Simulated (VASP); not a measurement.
## Li: single point with BLYP

The system is Li.

```
Li
1.0
     0.00000    2.99537    2.99537
     2.99537    0.00000    2.99537
     2.99537    2.99537    0.00000
Li
2
Direct
  0.12500 0.12500 0.12500
  0.87500 0.87500 0.87500
```

This cell differs from its parent crystal: volume scaled by 0.96.

* Program: VASP 6.6.1
* Task: single point
* Functional: BLYP
* Potentials or basis: VASP PAW PBE potentials, release 64 (Li_sv)
* Cutoff: 520 eV
* k mesh: 10 × 10 × 10
* Occupations: fermi-dirac, width 0.1 eV
* Spin: no spin polarisation
* Dipole correction: no
* Further INCAR settings: ALGO = Normal; EDIFF = 1e-07; NBANDS = 10

```
Band gap on the k mesh : zero (band 3 reaches 0.97 eV, above the bottom of band 4 at 0.04 eV)
```

Levels at points of the mesh, in eV from the Fermi level:
```tsv
k point	band 1	band 2	band 3	band 4	band 5	band 6
(0.00, 0.00, 0.00)	-48.31	-48.25	-3.20	5.22	5.22	5.22
(0.50, 0.00, 0.00)	-48.30	-48.27	-1.08	-0.39	3.93	3.93
(0.50, 0.50, 0.00)	-48.28	-48.28	0.10	0.10	2.10	2.10
```

It took 12 s on 1 thread of Intel(R) Xeon(R) 6975P-C (Granite Rapids), on a shared host, peak memory 0.16 GiB.
